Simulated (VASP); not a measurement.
Set up this calculation in VASP 6.6.1, as the native input.

```yaml
Task: relaxation of cell and atoms
Functional: r2SCAN
Potentials_or_basis: VASP PAW PBE potentials, release 64 (Na_pv, Cl)
Cutoff: 600 eV
k_mesh: 6 × 6 × 4
Occupations: fermi-dirac, width 0.02 eV
Spin: no spin polarisation
Dipole_correction: no
Further_INCAR_settings: ALGO = Normal; EDIFF = 1e-06; IBRION = 2; EDIFFG = -0.005; NSW = 80; ISIF = 3
```

The system is NaCl.

```
Na Cl
1.0
     4.77820    0.00000    0.00000
    -2.38910    4.13804    0.00000
     0.00000    0.00000    5.65730
Na Cl
2 2
Direct
  0.33333 0.66667 0.25000
  0.66667 0.33333 0.75000
  0.66667 0.33333 0.25000
  0.33333 0.66667 0.75000
```

One way to write it, as run:

POSCAR

```
NaCl
1.0
    4.7781961819      0.0000000000      0.0000000000
   -2.3890980909      4.1380392778      0.0000000000
    0.0000000000      0.0000000000      5.6573014742
Na Cl
2 2
Direct
    0.3333333333      0.6666666667      0.2500000000
    0.6666666667      0.3333333333      0.7500000000
    0.6666666667      0.3333333333      0.2500000000
    0.3333333333      0.6666666667      0.7500000000
```

INCAR.step1

```
SYSTEM = NaCl
PREC = Accurate ; ENCUT = 600
ISMEAR = -1 ; SIGMA = 0.02
LREAL = .False. ; LASPH = .True.
NELM = 80 ; GGA = PE
ALGO = Normal ; EDIFF = 1E-4
LWAVE = .True. ; LCHARG = .False.
```

INCAR.step2

```
SYSTEM = NaCl
PREC = Accurate ; ENCUT = 600
EDIFF = 1E-6 ; ISMEAR = -1
SIGMA = 0.02 ; LREAL = .False.
LASPH = .True. ; NELM = 80
ALGO = Normal ; ISIF = 3
LWAVE = .False. ; LCHARG = .False.
METAGGA = R2SCAN ; LMIXTAU = .True.
IBRION = 2 ; NSW = 80
EDIFFG = -0.005 ; ISTART = 1
```

KPOINTS

```
Automatic mesh
0
Gamma
  6 6 4
  0 0 0
```

Potentials or basis: VASP PAW PBE potentials, release 64 (Na_pv, Cl).

The run is started by

```sh
$ cat potpaw_PBE.64/Na_pv/POTCAR potpaw_PBE.64/Cl/POTCAR > POTCAR
$ cp INCAR.step1 INCAR
$ mpirun -np 1 vasp_std > vasp.out
$ cp INCAR.step2 INCAR
$ mpirun -np 1 vasp_std > vasp.out
```

Results of the run:

```yaml
Relaxed_volume: 26.66 Å³/atom
Relaxed_cell: a = 4.708 Å, b = 4.708 Å, c = 5.555 Å, α = 90.00°, β = 90.00°, γ = 120.00°
Space_group_after_relaxing_to_0.1_Å: P6_3/mmc (No. 194)
Energy_gained_by_relaxing: 4.4 meV/atom
Ionic_steps: 5
Pressure_after_relaxing: 0.0 GPa
Band_gap_on_the_k_mesh: 5.49 eV
```

Caveat: the PAW data sets were made with another functional, which shifts forces and pressure a little.

Run time: 5.9 min on 1 thread of Intel(R) Xeon(R) 6975P-C (Granite Rapids), on a shared host, peak memory 0.3 GiB.
